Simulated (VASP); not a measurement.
Here is a VASP 6.6.1 calculation.

The input INCAR:

```
SYSTEM = CdSe
ALGO     = Normal         ! electronic algorithm
EDIFF    = 1E-7           ! SCF threshold, eV
EDIFFG   = -0.01          ! ionic threshold
ENCUT    = 600            ! plane-wave cutoff, eV
GGA      = PE             ! functional
IBRION   = 2              ! ionic algorithm
ISIF     = 3              ! what is computed and relaxed
ISMEAR   = 0              ! smearing method
LASPH    = .True.         ! aspherical terms in the spheres
LCHARG   = .False.        ! write CHGCAR
LREAL    = .False.        ! projectors in reciprocal space
LWAVE    = .False.        ! write WAVECAR
NELM     = 80             ! most SCF steps
NSW      = 100            ! ionic steps
PREC     = Accurate       ! precision mode
SIGMA    = 0.02           ! smearing width, eV
```

Contents of KPOINTS:

```
k-points
0
Gamma
  6 6 6
  0 0 0
```

POSCAR

```
CdSe
1.0
   -4.2283465122      4.2283465122      4.2283465122
    4.2283465122     -4.2283465122      4.2283465122
    4.2283465122      4.2283465122     -4.2283465122
Cd Se
4 4
Direct
    0.3198509148      0.0000000000      0.0000000000
    0.6801490852      0.6801490852      0.6801490852
    0.0000000000      0.3198509148      0.0000000000
    0.0000000000      0.0000000000      0.3198509148
    0.0000000000      0.6734939374      0.0000000000
    0.3265060626      0.3265060626      0.3265060626
    0.6734939374      0.0000000000      0.0000000000
    0.0000000000      0.0000000000      0.6734939374
```

Potentials or basis: VASP PAW PBE potentials, release 64 (Cd, Se).

Launch:

```console
$ cat potpaw_PBE.64/Cd/POTCAR potpaw_PBE.64/Se/POTCAR > POTCAR
$ mpirun -np 1 vasp_std > vasp.out
```

What does it give for the band gap on the k mesh?

0.90 eV (least direct gap 0.94 eV).

Estimate the relaxed cell.

a = 7.340 Å, b = 7.340 Å, c = 7.340 Å, α = 109.47°, β = 109.47°, γ = 109.47°.

Final structure:
```
CELL_PARAMETERS angstrom
-4.23784 4.23784 4.23784
4.23784 -4.23784 4.23784
4.23784 4.23784 -4.23784
ATOMIC_POSITIONS crystal
Cd 0.31846 0.00000 0.00000
Cd 0.68154 0.68154 0.68154
Cd 0.00000 0.31846 0.00000
Cd 0.00000 0.00000 0.31846
Se 0.00000 0.67283 0.00000
Se 0.32717 0.32717 0.32717
Se 0.67283 0.00000 0.00000
Se 0.00000 0.00000 0.67283
```

A k mesh can miss the band edges.
